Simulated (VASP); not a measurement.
Input of a VASP 6.6.1 run:

POSCAR

```
Hf
1.0
    3.1988145526      0.0000000000      0.0000000000
   -1.5994072763      2.7702546645      0.0000000000
    0.0000000000      0.0000000000      5.0436189205
Hf
2
Direct
    0.3333333333      0.6666666667      0.2500000000
    0.6666666667      0.3333333333      0.7500000000
```

INCAR.step1

```
ALGO = Normal ; EDIFF = 1E-4
ENCUT = 520 ; GGA = PE
ISMEAR = 0 ; LASPH = True
LCHARG = False ; LREAL = False
LWAVE = True ; NBANDS = 17
NELM = 60 ; PREC = Accurate
SIGMA = 0.1
```

Contents of INCAR.step2:

```
ALGO = Normal ; EDIFF = 1E-6
ENCUT = 520 ; ISIF = 2
ISMEAR = 0 ; ISTART = 1
LASPH = True ; LCHARG = True
LELF = True ; LMIXTAU = True
LREAL = False ; LVHAR = True
LWAVE = False ; METAGGA = R2SCAN
NBANDS = 17 ; NELM = 60
PREC = Accurate ; SIGMA = 0.1
```

The input KPOINTS:

```
k-points
0
Gamma
  18 18 8
```

Potentials or basis: VASP PAW PBE potentials, release 64 (Hf_pv).

Run with:

```console
$ cat potpaw_PBE.64/Hf_pv/POTCAR > POTCAR
$ cp INCAR.step1 INCAR
$ mpirun -np 1 vasp_std > vasp.out
$ cp INCAR.step2 INCAR
$ mpirun -np 1 vasp_std > vasp.out
```

(1) Predict the pressure.

(2) Predict the band gap on the k mesh.

Answers

(1) -0.6 GPa.

(2) zero (bands 10 and 11 overlap by 1.81 eV).

Caveat: the PAW data sets were made with another functional, which shifts forces and pressure a little; spin-orbit coupling is left out, which moves the levels of the heavy elements.
